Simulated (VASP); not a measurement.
Crystal: ScSi3.

```
CELL_PARAMETERS angstrom
3.96555 0.00000 0.00000
0.00000 3.96555 0.00000
0.00000 0.00000 3.96555
ATOMIC_POSITIONS crystal
Sc 0.00000 0.00000 0.00000
Si 0.00000 0.50000 0.50000
Si 0.50000 0.50000 0.00000
Si 0.50000 0.00000 0.50000
```

Base run:

- Program: VASP 6.6.1
- Functional: PBE
- Potentials or basis: VASP PAW PBE potentials, release 64 (Sc_sv, Si)
- Cutoff: 520 eV
- k mesh: 8 × 8 × 8
- Occupations: gaussian, width 0.05 eV
- Spin: no spin polarisation
- Hubbard terms: Sc d U = 5.0 eV

Its results: pressure 6.4 GPa.

The run is repeated on the same cell with these changes: hubbard terms from Sc d U = 5.0 eV to none. What comes out?

Pressure 0.1 GPa.

Caveats: U without spin polarisation on a metal has little footing (some runs); the U is typed as a test and isn't derived for this compound (some runs).
